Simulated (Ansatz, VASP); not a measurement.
CuO: VASP beside Ansatz

File INCAR:

```
  PREC = Accurate
  ENCUT = 520
  EDIFF = 1E-7
  ISMEAR = -1
  SIGMA = 0.05
  LREAL = F
  LASPH = T
  NELM = 100
  ALGO = Normal
  ISIF = 2
  LWAVE = F
  LCHARG = F
  GGA = RP
  NBANDS = 25
```

KPOINTS

```
regular mesh
0
Gamma
  9 9 5
```

POSCAR

```
CuO
1.0
    1.9776053960     -2.1390962088      0.0000000000
    1.9776053960      2.1390962088      0.0000000000
    0.0000000000      0.0000000000      5.1213234137
Cu O
2 2
Direct
    0.5000000000      0.0000000000      0.0000000000
    0.0000000000      0.5000000000      0.5000000000
    0.5000000000      0.5000000000      0.2500000000
    0.5000000000      0.5000000000      0.7500000000
```

The input input.yaml:

```yaml
crystal:
  lattice:
    - [1.977605396, -2.1390962088, 0.0]
    - [1.977605396, 2.1390962088, 0.0]
    - [0.0, 0.0, 5.1213234137]
  atoms:
    - { symbol: Cu, position: [0.5, 0.0, 0.0] }
    - { symbol: Cu, position: [0.0, 0.5, 0.5] }
    - { symbol: O, position: [0.5, 0.5, 0.25] }
    - { symbol: O, position: [0.5, 0.5, 0.75] }
hamiltonian:
  xc: rpbe
  pseudopotentials: { kind: paw }
kpoints:
  mp_grid: { grid: [9, 9, 5] }
scf:
  occupations: { method: fermi_dirac, width: 0.05 }
output:
  forces: true
  stress: true
  eigenvalues: true
  write_density: true
  write_potential: true
  elf: true
  volumetric_format: npy
```

Alike in both runs: task single point; functional RPBE; k mesh 9 × 9 × 5; occupations fermi-dirac, width 0.05 eV; no spin polarisation.

|  | VASP | Ansatz |
| --- | --- | --- |
| version | VASP 6.6.1 | Ansatz 0.2.0 |
| potentials or method | VASP PAW PBE potentials, release 64 (Cu, O) | Ansatz PAW |
| plane-wave cutoff (eV) | 520 | 420 |
| valence electrons in the cell | 34 | 50 |

Ansatz gave:

- gap on the k mesh at the Fermi level (eV): none
- pressure (GPa): 10.0
- traceless stress, the component that is largest in VASP (GPa): 1.42

Task: Which values does VASP return?

Result: gap on the k mesh at the Fermi level (eV): none; pressure (GPa): 10.8; traceless stress, the component that is largest in VASP (GPa): 1.74.

VASP's potentials were made for PBE, not for RPBE. A gap of «none» marks a metal or a gap that the smearing closes. VASP's potentials hold 34 valence electrons a cell and Ansatz's 50, so a difference there can come from the potentials and not from the codes.
